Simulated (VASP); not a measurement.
Crystal: LiAlO.

```
CELL_PARAMETERS angstrom
3.42587 0.00000 0.00000
-1.71294 2.96689 0.00000
0.00000 0.00000 3.29648
ATOMIC_POSITIONS crystal
Li 0.00000 0.00000 0.00000
Al 0.66667 0.33333 0.50000
O 0.33333 0.66667 0.50000
```

| Property | Result |
| --- | --- |
| Program | VASP 6.6.1 |
| Task | relaxation of cell and atoms |
| Functional | PBE |
| Potentials or basis | VASP PAW PBE potentials, release 64 (Li_sv, Al, O) |
| Cutoff | 600 eV |
| k mesh | 6 × 6 × 6 |
| Occupations | gaussian, width 0.1 eV |
| Spin | no spin polarisation |

At the start: pressure 5.2 GPa; volume 11.17 Å³/atom.

**Question.** Where does the relaxation end?

**Answer.** Over 9 steps the energy falls by 75.9 meV/atom and the volume is 13.14 Å³/atom (+17.6 %); space group P-6m2 (No. 187, to 0.05 Å).

Step by step:
```tsv
step	energy change (eV)	largest force (eV/Å)	pressure (GPa)	volume (Å³)
1	0.0000	0.0000	5.20	33.51
2	-0.0564	0.0000	1.08	35.29
3	-0.0743	0.0000	-2.01	36.98
4	-0.1281	0.0000	-1.28	37.30
5	-0.2178	0.0000	1.85	37.92
6	-0.2171	0.0000	2.79	38.00
7	-0.2042	0.0000	-1.83	40.96
8	-0.2244	0.0000	0.91	39.20
9	-0.2278	0.0000	-0.22	39.41
```

Final structure:
```
CELL_PARAMETERS angstrom
3.30682 0.00000 0.00000
-1.65341 2.86379 0.00000
0.00000 0.00000 4.16132
ATOMIC_POSITIONS crystal
Li 0.00000 0.00000 0.00000
Al 0.66667 0.33333 0.50000
O 0.33333 0.66667 0.50000
```

Caveat: the cutoff is under 1.25 times the usual one of these potentials, so pressure, stress and relaxed cells hold a basis-set (Pulay) error; the volume moved by over 15 % at a fixed basis, so the end points are rough.
